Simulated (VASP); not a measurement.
# HC2 in VASP: single point with PBEsol

Aim: the single point of HC2 with PBEsol.

Everything below comes from runs of VASP 6.6.1. Logs are shortened: lines on timing, memory, paths and dates and some standing lists are left out, and cuts for length are marked.

### Step 1. The cell of the first run

The cell holds a slab with vacuum, 24 atoms: a = 5.049 Å, b = 5.049 Å, c = 16.776 Å, α = 90.00°, β = 90.00°, γ = 60.00°.

### Step 2. Single point, PBEsol

File INCAR:

```
SYSTEM = HC2
ALGO = Normal
EDIFF = 1E-7
ENCUT = 520
GGA = PS
ISIF = 2
ISMEAR = -1
LASPH = .True.
LCHARG = .False.
LREAL = Auto
LWAVE = .False.
NBANDS = 54
NELM = 60
PREC = Accurate
SIGMA = 0.02
```

File KPOINTS:

```
k-points
0
Gamma
  3 3 1
  0 0 0
```

File POSCAR:

```
HC2
1.0
    5.0487420000      0.0000000000      0.0000000000
    2.5243710000      4.3723390000      0.0000000000
    0.0000000000      0.0000000000     16.7764260000
H C
8 16
Direct
    0.1666721879      0.1666613682      0.0596074516
    0.6666779319      0.1666613682      0.0596074516
    0.1666715721      0.6666683439      0.0596074516
    0.6666575092      0.6666683439      0.0596074516
    0.4565920641      0.0225737300      0.3451211837
   -0.0591964275      0.4726989376      0.3362456342
    0.5200344985      0.4505597576      0.3455801611
    0.0423383418      1.0020494751      0.3350713674
    0.1666721879      0.1666613682      0.1251756483
    0.6666779319      0.1666613682      0.1251756483
    0.1666715721      0.6666683439      0.1251756483
    0.6666575092      0.6666683439      0.1251756483
   -0.1666613682      0.3333227364      0.1558913680
    0.3333443758      0.3333227364      0.1558913680
   -0.1666619840      0.8333297121      0.1558913680
    0.3333437600      0.8333297121      0.1558913680
   -0.1903297232      0.3452842975      0.2473470810
    0.3470977792      0.3236025386      0.2505539619
   -0.1615954759      0.8401910282      0.2513109765
    0.3203231535      0.8452684021      0.2424056232
   -0.0015818424      0.0132652111      0.2758692465
    0.4922192501      0.0126019506      0.2793443610
   -0.0235043872      0.5118770525      0.2749036058
    0.4792424813      0.5114653736      0.2814306218
```

Potentials or basis: VASP PAW PBE potentials, release 64 (H, C).

Launch:

```console
> cat potpaw_PBE.64/H/POTCAR potpaw_PBE.64/C/POTCAR > POTCAR
> mpirun -np 1 vasp_std > vasp.out
```

OUTCAR:

```text
SYSTEM = HC2
   EDIFF = 1E-7
   ENCUT = 520
   GGA = PS
   ISIF = 2
   ISMEAR = -1
   LASPH = .True.
   LREAL = Auto
   NELM = 60
   PREC = Accurate

 ion  position               nearest neighbor table
   1  0.167  0.167  0.060-   9 1.10
   2  0.667  0.167  0.060-  10 1.10
   3  0.167  0.667  0.060-  11 1.10
   4  0.667  0.667  0.060-  12 1.10
   5  0.457  0.023  0.345-  22 1.12
   6  0.941  0.473  0.336-  23 1.08
   7  0.520  0.451  0.346-  24 1.11
   8  0.042  0.002  0.335-  21 1.01
   9  0.167  0.167  0.125-   1 1.10  16 1.55  13 1.55  14 1.55
  10  0.667  0.167  0.125-   2 1.10  13 1.55  15 1.55  14 1.55
  11  0.167  0.667  0.125-   3 1.10  15 1.55  16 1.55  14 1.55
  12  0.667  0.667  0.125-   4 1.10  16 1.55  15 1.55  13 1.55
  13  0.833  0.333  0.156-  17 1.54  10 1.55   9 1.55  12 1.55
  14  0.333  0.333  0.156-  10 1.55   9 1.55  11 1.55  18 1.59
[... 8 lines left out ...]
  23  0.976  0.512  0.275-   6 1.08  19 1.49  17 1.53  18 1.67
  24  0.479  0.511  0.281-   7 1.11  18 1.50  17 1.55  20 1.60

  LATTYP: Found a hexagonal cell.
 ALAT       =     5.0487421480
 C/A-ratio  =     3.3228922192

  Lattice vectors:

 A1 = (  -2.5243710000,  -4.3723390000,   0.0000000000)
 A2 = (   5.0487420000,   0.0000000000,   0.0000000000)
 A3 = (   0.0000000000,   0.0000000000,  16.7764260000)

Analysis of symmetry for initial positions (statically):
=====================================================================
 Subroutine PRICEL returns:
 Original cell was already a primitive cell.

 Routine SETGRP: Setting up the symmetry group for a
 hexagonal supercell.

 Subroutine GETGRP returns: Found  1 space group operations
 (whereof  1 operations were pure point group operations)
 out of a pool of 24 trial point group operations.

The static configuration has the point symmetry C_1 .

Analysis of symmetry for dynamics (positions and initial velocities):
=====================================================================
 Subroutine PRICEL returns:
 Original cell was already a primitive cell.

 Routine SETGRP: Setting up the symmetry group for a
 hexagonal supercell.

 Subroutine GETGRP returns: Found  1 space group operations
 (whereof  1 operations were pure point group operations)
 out of a pool of 24 trial point group operations.

The dynamic configuration has the point symmetry C_1 .

 Subroutine INISYM returns: Found  1 space group operations
 (whereof  1 operations are pure point group operations),
[... 123 lines left out ...]
   NSW    =      0    number of steps for IOM
   IBRION =     -1    ionic relax: 0-MD 1-quasi-New 2-CG
   NFREE  =      0    steps in history (QN), initial steepest desc. (CG)
   ISIF   =      2    stress and relaxation
   ISYM   =      2    0-nonsym 1-usesym 2-fastsym
   POTIM  = 0.5000    time-step for ionic-motion
   TEBEG  =    0.0;   TEEND  =   0.0 temperature during run
   PSTRESS=    0.0 pullay stress
   NELECT =      72.0000    total number of electrons
   NUPDOWN=      -1.0000    fix difference up-down
   EMIN   =  10.00;   EMAX   =-10.00  energy-range for DOS
   EFERMI =   0.00;   METHOD = LEGACY
   ISMEAR =    -1;   SIGMA  =   0.02  broadening in eV -4-tet -1-fermi 0-gaus
   EFERMI_NEDOS =   21; number of points for ismear=-14 and -15
   IALGO  =     38    algorithm
   IMIX   =      4    mixing-type and parameters
     AMIX     =   0.40;   BMIX     =  1.00
     AMIX_MAG =   1.60;   BMIX_MAG =  1.00
  volume/ion in A,a.u.               =      15.43       104.13
  Fermi-wavevector in a.u.,A,eV,Ry     =   0.948390  1.792197 12.237666  0.899443
  Thomas-Fermi vector in A             =   2.076574
   LORBIT       =      0    0 simple, 1 ext, 2 COOP (PROOUT), +10 PAW based schemes
   GGA     = PS    functional components
   LHFCALC =     F    Hartree Fock is set to
   AEXX    =    0.0000 exact exchange contribution
   IVDW    =     0    specifies the selected vdW correction
   LEPSILON=     F    determine dielectric tensor
   LRPA    =     F    only Hartree local field effects (RPA)
 non-spin polarized calculation
  energy-cutoff  :      520.00
  volume of cell :      370.34
 maximum number of plane-waves:      9984
 NGX is ok and might be reduce to    40
   NGX = 19   NGY = 19   NGZ = 63

 number of electron      71.9999999 magnetization

 Free energy of the ion-electron system (eV)
  ---------------------------------------------------
  ext. energy  EPLUGINS =         0.00000000
  ---------------------------------------------------
  free energy    TOTEN  =      -180.64666725 eV

  energy without entropy =     -180.64666725  energy(sigma->0) =     -180.64666725

 E-fermi :   0.2751     XC(G=0):  -4.8953

 val. band max:       -0.1619217058   @ k =   0.0000   0.0000   0.0000
 cond. band min:       2.5258800217   @ k =   0.0000   0.0000   0.0000
 fundamental gap:      2.6878017275
 Fermi energy:         0.2750757348

 k-point     1 :       0.0000    0.0000    0.0000
  band No.  band energies     occupation
      1     -20.2540      2.00000
      2     -17.6160      2.00000
      3     -15.2103      2.00000
      4     -15.0442      2.00000
      5     -14.8322      2.00000
      6     -14.0371      2.00000
[... 244 lines left out ...]
     47       6.7732      0.00000
     48       7.0108      0.00000
 [bands above 48 left out]

------------------------ aborting loop because EDIFF is reached ----------------------------------------

  FORCE on cell =-STRESS in cart. coord.  units (eV):
  Direction    XX          YY          ZZ          XY          YZ          ZX
  --------------------------------------------------------------------------------------
  -------------------------------------------------------------------------------------
  Total       -1.9172910     -0.6081801      4.9375910      0.7114795     -0.8263243      3.8903258
  in kB       -8.2947283     -2.6311544     21.3613768      3.0780560     -3.5749062     16.8306197
  external PRESSURE =       3.4784981 kB  Pullay stress =       0.0000000 kB

 VOLUME and BASIS-vectors are now :
 -----------------------------------------------------------------------------
  energy-cutoff  :      520.00
  volume of cell :      370.34
      direct lattice vectors                 reciprocal lattice vectors
     5.048742000  0.000000000  0.000000000     0.198069143 -0.114355268  0.000000000
     2.524371000  4.372339000  0.000000000     0.000000000  0.228710537  0.000000000
     0.000000000  0.000000000 16.776426000     0.000000000  0.000000000  0.059607452

 POSITION                                       TOTAL-FORCE (eV/Angst)
 -----------------------------------------------------------------------------------
      1.26220      0.72870      1.00000        -0.037731      0.043405     -0.291032
      3.78660      0.72870      1.00000        -0.022362     -0.032835     -0.407004
      2.52440      2.91490      1.00000        -0.009961     -0.020818     -0.322556
      5.04870      2.91490      1.00000         0.022805      0.057558     -0.321404
      2.36220      0.09870      5.78990         0.373359     -0.431013     -0.046914
      5.94314      2.06680      5.64100         1.153720      0.588874      1.730657
[... 16 lines left out ...]
      6.22224      2.23810      4.61190         1.583767     -1.833686      0.215478
      3.71070      2.23630      4.72140         1.416791     -1.111299     -2.474856
 -----------------------------------------------------------------------------------
    total drift:                               -0.019019      0.003479     -0.074756

  FREE ENERGIE OF THE ION-ELECTRON SYSTEM (eV)
  ---------------------------------------------------
  free  energy   TOTEN  =      -180.6466672503 eV

  energy  without entropy=     -180.6466672503  energy(sigma->0) =     -180.64666725
```

OSZICAR:

```text
N       E                     dE             d eps       ncg     rms          rms(c)
DAV:   1     0.490637088512E+03    0.49064E+03   -0.31421E+04   540   0.112E+03
DAV:   2    -0.126862567163E+03   -0.61750E+03   -0.58777E+03   768   0.270E+02
DAV:   3    -0.189810753616E+03   -0.62948E+02   -0.62527E+02   664   0.879E+01
[... 16 lines left out ...]
DAV:  20    -0.180646661530E+03   -0.11428E-04   -0.65261E-07   512   0.159E-03    0.277E-04
DAV:  21    -0.180646666692E+03   -0.51621E-05   -0.31782E-07   452   0.946E-04    0.101E-04
DAV:  22    -0.180646667115E+03   -0.42350E-06   -0.15666E-08   528   0.352E-04    0.537E-05
DAV:  23    -0.180646667243E+03   -0.12805E-06   -0.58042E-09   466   0.202E-04    0.165E-05
DAV:  24    -0.180646667250E+03   -0.70136E-08   -0.95423E-10   520   0.105E-04
   1 F= -.18064667E+03 E0= -.18064667E+03  d E =-.329172E-10
```

stdout:

```text
POSCAR found type information on POSCAR H C
 POSCAR found :  2 types and      24 ions
 scaLAPACK will be used
 -----------------------------------------------------------------------------
|                                                                             |
|                                                                             |
|     You enforced a specific xc type in the INCAR file but a different       |
|     I HOPE YOU KNOW WHAT YOU ARE DOING!                                     |
|                                                                             |
 -----------------------------------------------------------------------------

 LDA part: xc-table for (Slater+PW92), standard interpolation
 POSCAR, INCAR and KPOINTS ok, starting setup
 FFT: planning ... GRIDC
 FFT: planning ... GRID_SOFT
 FFT: planning ... GRID
 WAVECAR not read
 entering main loop
```

Run time: 8 min. Hardware: 1 thread of Intel Xeon 8259CL, shared host; peak memory 0.48 GiB.

What came out:

```yaml
Free_energy: -180.6467 eV
Largest_force: 5.350 eV/Å
Band_gap_on_the_k_mesh: 2.69 eV
```

Forces in eV/Å, atoms in the order of the input:
```
H   -0.038  0.043 -0.291
H   -0.022 -0.033 -0.407
H   -0.010 -0.021 -0.323
H    0.023  0.058 -0.321
H    0.373 -0.431 -0.047
H    1.154  0.589  1.731
H   -0.014  1.301  0.337
H    0.040  0.063  3.932
C    0.044  0.165  1.571
C   -0.010 -0.037  0.908
C   -0.147 -0.104  1.419
C    0.133 -0.063  1.339
C   -1.157  0.372 -1.167
C    0.475 -0.266 -0.308
C    0.136  0.472 -0.307
C    0.021 -0.112 -2.700
C    1.667 -0.140 -1.060
C   -3.610  3.660 -1.482
C   -2.278  0.172 -0.794
C    1.274 -0.479  4.513
C   -0.968 -0.049 -3.440
C   -0.088 -2.215 -0.843
C    1.584 -1.834  0.215
C    1.417 -1.111 -2.475
```

Levels at points of the mesh, in eV from the valence-band top:
```
           k point  band 32  band 33  band 34  band 35  band 36  band 37  band 38  band 39  band 40  band 41
(0.00, 0.00, 0.00)    -2.31    -1.89    -1.44    -0.39     0.00     2.69     3.07     4.46     5.13     5.28
```

Caveat: the k points lie up to 0.48 Å⁻¹ apart; there is no dipole correction, which matters where the two faces differ; the PAW data sets were made with another functional, which shifts forces and pressure a little.
